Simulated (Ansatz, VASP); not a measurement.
## Two plane-wave programs on AlCo3

```
Al Co
1.0
     3.57495    0.00000    0.00000
     0.00000    3.57495    0.00000
     0.00000    0.00000    3.57495
Al Co
1 3
Direct
  0.00000 0.00000 0.00000
  0.50000 0.50000 0.00000
  0.50000 0.00000 0.50000
  0.00000 0.50000 0.50000
```

Alike in both runs: task relaxation of cell and atoms; functional PBEsol; k mesh 12 × 12 × 12; occupations gaussian, width 0.1 eV; no spin polarisation.

|  | VASP | Ansatz |
| --- | --- | --- |
| version | VASP 6.6.1 | Ansatz 0.2.0 |
| potentials or method | VASP PAW PBE potentials, release 64 (Al, Co), cutoff 600 eV | scalar-relativistic, plane waves, PAW |
| valence electrons in the cell | 30 | 54 |

|  | VASP | Ansatz | Ansatz less VASP |
| --- | --- | --- | --- |
| gap on the k mesh at the Fermi level, each at its own relaxed structure (eV) | none | none | - |
| relaxed volume (Å³/atom) | 10.63 | 10.65 | +0.014 |
| relaxed cell length with the largest relative difference (Å) | 3.491 | 3.492 | +0.0015 |

VASP's potentials were made for PBE, not for PBEsol. A gap of «none» marks a metal or a gap that the smearing closes. VASP's potentials hold 30 valence electrons a cell and Ansatz's 54, so a difference there can come from the potentials and not from the codes.
